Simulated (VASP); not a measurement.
Runs of VASP 6.6.1 on TiAl3. The structure is that of space group Pm-3m (No. 221), or close to it. The cells are those of the table. 

```tsv
task	cell	k mesh	cutoff (eV)	smearing	gap on the mesh (eV)	pressure (GPa)
single point	a = 3.917 Å, 4 atoms	12 × 12 × 12	520	fermi-dirac 0.15 eV	none	3.1
single point	a = 3.948 Å, 4 atoms	12 × 12 × 12	520	gaussian 0.15 eV	none	0.2
electric field gradients	a = 3.951 Å, 4 atoms	10 × 10 × 10	520	fermi-dirac 0.15 eV	none	(a)
single point	a = 3.948 Å, 4 atoms	14 × 14 × 14	520	gaussian 0.15 eV	none	0.2
relaxation of cell and atoms	relaxed to 3 GPa from a = 3.917 Å, 4 atoms	12 × 12 × 12	600	fermi-dirac 0.15 eV	none	3.0
```

Alike in all rows: level PBEsol; potentials or basis VASP PAW PBE potentials, release 64 (Ti_sv, Al); no spin polarisation.

Task: Fill in the values left out.

Result: (a) 0.1.

Caveats: the PAW data sets were made with another functional, which shifts forces and pressure a little; the cell stands under pressure (at least some runs); the cell is relaxed towards a set pressure, so the run minimises the enthalpy, not the energy (at least some runs).

A gap of «none» marks levels without a gap at the run's occupations.
